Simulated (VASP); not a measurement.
The system is Rh.

```xyz
2
Lattice="2.7783 0.0000 0.0000 -1.3891 2.4061 0.0000 0.0000 0.0000 4.4711" Properties=species:S:1:pos:R:3 pbc="T T T"
Rh    1.3891    0.8020    3.3533
Rh    0.0000    1.6040    1.1178
```

This isn't the form of Rh at room conditions, which is fcc.

Base run:

| Property | Result |
| --- | --- |
| Program | VASP 6.6.1 |
| Functional | PBE |
| Potentials or basis | VASP PAW PBE potentials, release 64 (Rh_pv) |
| Cutoff | 500 eV |
| k mesh | 21 × 21 × 12 |
| Occupations | gaussian, width 0.15 eV |
| Spin | collinear spin, ferromagnetic start |
| Starting moments | [0.625, 0.625] μB |
| Fixed moment | 1.25 μB |

Its results: pressure -10.6 GPa; site moments Rh +0.63 μB.

Q: The run is repeated on the same cell with these changes: fixed moment from 1.25 μB to 1 μB; moments at the start from [0.62, 0.62] to [0.5, 0.5]. What comes out?

A: Pressure -11.3 GPa; site moments Rh +0.50 μB.

Caveats: the cell stands under tension; the total moment is fixed, so each spin has its own Fermi level and the state may be an excited one.
